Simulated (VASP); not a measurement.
Write the native input for VASP 6.6.1 that does the following.

```yaml
Task: single point
Functional: PBE
Potentials_or_basis: VASP PAW PBE potentials, release 64 (Ga_d, N)
Cutoff: 520 eV
k_mesh: 10 × 10 × 10
Occupations: gaussian, width 0.05 eV
Spin: no spin polarisation
Dipole_correction: no
Further_INCAR_settings: ALGO = Normal; EDIFF = 1e-07; NBANDS = 16
```

The structure of GaN lies in POSCAR:

```
GaN
1.0
    0.0000000000      2.2742384928      2.2742384928
    2.2742384928      0.0000000000      2.2742384928
    2.2742384928      2.2742384928      0.0000000000
Ga N
1 1
Direct
   -0.0046375901      0.0046375901     -0.0046375901
    0.7730846502      0.7269153498      0.7730846502
```

This cell differs from its parent crystal: atoms displaced along a vibrational mode.

The input as run:

INCAR

```
SYSTEM = GaN
  ALGO = Normal
  EDIFF = 1E-7
  ENCUT = 520
  GGA = PE
  ISIF = 2
  ISMEAR = 0
  LASPH = .True.
  LCHARG = .False.
  LREAL = .False.
  LWAVE = .False.
  NBANDS = 16
  NELM = 100
  PREC = Accurate
  SIGMA = 0.05
```

KPOINTS

```
k-points
0
Gamma
  10 10 10
  0 0 0
```

Potentials or basis: VASP PAW PBE potentials, release 64 (Ga_d, N).

The run is started by

```sh
$ cat potpaw_PBE.64/Ga_d/POTCAR potpaw_PBE.64/N/POTCAR > POTCAR
$ mpirun -np 1 vasp_std > vasp.out
```

It gave:

| Quantity | Value |
| --- | --- |
| Pressure | 1.5 GPa |
| Largest force | 1.395 eV/Å |
| Band gap on the k mesh | 1.35 eV |

Caveat: the cell differs from its parent crystal (atoms displaced along a vibrational mode); forces of over 1 eV/Å act on the atoms, so gaps and moduli don't describe the material at rest.

It took 25 s on 1 thread of Intel(R) Xeon(R) Platinum 8488C (Sapphire Rapids), on a shared host, peak memory 0.18 GiB.
